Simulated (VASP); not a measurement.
**H12CO8: single point with PBE+D3(BJ)**

H12CO8:

```
O H C
1.0
     6.26583    0.00000    0.00000
     0.00000    6.26583    0.00000
     0.00000    0.00000    6.26583
O H C
8 12 1
Direct
  0.29902 0.04142 0.82382
  0.46090 0.40308 0.40153
  0.07068 0.23216 0.21242
  0.29682 0.74461 0.17642
  0.94356 0.67415 0.87197
  0.92481 0.94647 0.54520
  0.70403 0.28344 0.91531
  0.69123 0.95345 0.08217
  0.20304 0.12937 0.91654
  0.18076 0.01381 0.71263
  0.38992 0.53600 0.45644
  0.48761 0.32867 0.53461
  0.18134 0.33213 0.24493
  0.06602 0.13189 0.33011
  0.27870 0.85323 0.05243
  0.44628 0.71378 0.15773
  0.85302 0.54678 0.89007
  0.06811 0.65926 0.97006
  0.93365 0.86684 0.40754
  0.92880 0.81793 0.64820
  0.70138 0.12139 0.00434
```

```json
{"Program": "VASP 6.6.1", "Task": "single point", "Functional": "PBE", "Dispersion": "D3(BJ)", "Potentials or basis": "VASP PAW PBE potentials, release 64 (O_h, H_h, C_h)", "Cutoff": "1000 eV", "k mesh": "1 × 1 × 1", "Occupations": "fermi-dirac, width 0.02 eV", "Spin": "no spin polarisation"}
```

- Pressure: -0.9 GPa
- Largest force: 2.828 eV/Å
- Dispersion energy per atom: -0.035 eV

Forces on the atoms (eV/Å):
```
O   -2.732  0.345 -0.643
O   -0.731  1.356  0.778
O   -0.788 -0.459 -0.908
O   -0.890  1.218 -1.719
O    0.458 -0.697  0.235
O    0.307 -1.906 -0.324
O    0.004  1.099 -0.522
O    0.075 -0.069  0.608
H    0.893 -0.121  0.215
H    1.488 -0.148  0.539
H    0.584 -0.951 -0.695
H    0.170 -0.416  0.049
H    0.856  0.420  0.469
H    0.119  0.111  0.295
H    0.314 -0.847  1.328
H    0.448 -0.286  0.107
H    0.543  0.422  0.078
H   -0.702 -0.153 -0.449
H   -0.127  0.649  0.749
H   -0.052  1.115 -0.245
C   -0.238 -0.682  0.054
```

Stress tensor (GPa, compression positive):
```
-0.55  0.67 -0.37
 0.67  0.05 -0.33
-0.37 -0.33 -2.18
```

Levels at points of the mesh, in eV from the Fermi level:
```
           k point  band 29  band 30  band 31  band 32  band 33  band 34  band 35  band 36
(0.00, 0.00, 0.00)    -0.98    -0.92    -0.72    -0.59     4.20     6.19     6.36     7.47
```

It took 72 s on 1 thread of Intel(R) Xeon(R) Platinum 8259CL CPU @ 2.50GHz (Skylake/Cascade Lake) (shared host), peak memory 0.66 GiB.

Caveat: the k points lie up to 1.00 Å⁻¹ apart, too coarse for converged energies, forces and pressures.
